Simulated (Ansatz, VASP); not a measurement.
## Hf4C in VASP and in Ansatz

```
CELL_PARAMETERS angstrom
5.00000 0.00000 0.00000
0.00000 3.20000 0.00000
0.00000 0.00000 5.54000
ATOMIC_POSITIONS crystal
Hf 0.75000 0.00000 0.66670
Hf 0.25000 0.00000 0.33330
Hf 0.25000 0.50000 0.83330
Hf 0.75000 0.50000 0.16670
C 0.00000 0.00000 0.00000
```

Alike in both runs: task relaxation of cell and atoms; functional PBE; k mesh 3 × 5 × 3; occupations gaussian, width 0.2 eV; no spin polarisation.

```csv
,VASP,Ansatz
version,VASP 6.6.1,Ansatz 0.2.0
potentials or method,"VASP PAW PBE potentials, release 64 (Hf_pv, C), cutoff 600 eV","scalar-relativistic, plane waves, PAW"
valence electrons in the cell,44,108
```

|  | VASP | Ansatz | Ansatz less VASP |
| --- | --- | --- | --- |
| gap on the k mesh at the Fermi level, each at its own relaxed structure (eV) | none | none | - |
| relaxed volume (Å³/atom) | 19.12 | 19.17 | +0.053 |
| relaxed cell length with the largest relative difference (Å) | 5.217 | 5.229 | +0.0123 |

A gap of «none» marks a metal or a gap that the smearing closes. VASP's potentials hold 44 valence electrons a cell and Ansatz's 108, so a difference there can come from the potentials and not from the codes.

The k mesh is coarse, so the values compare programs but aren't converged. Neither program's run includes spin-orbit coupling.
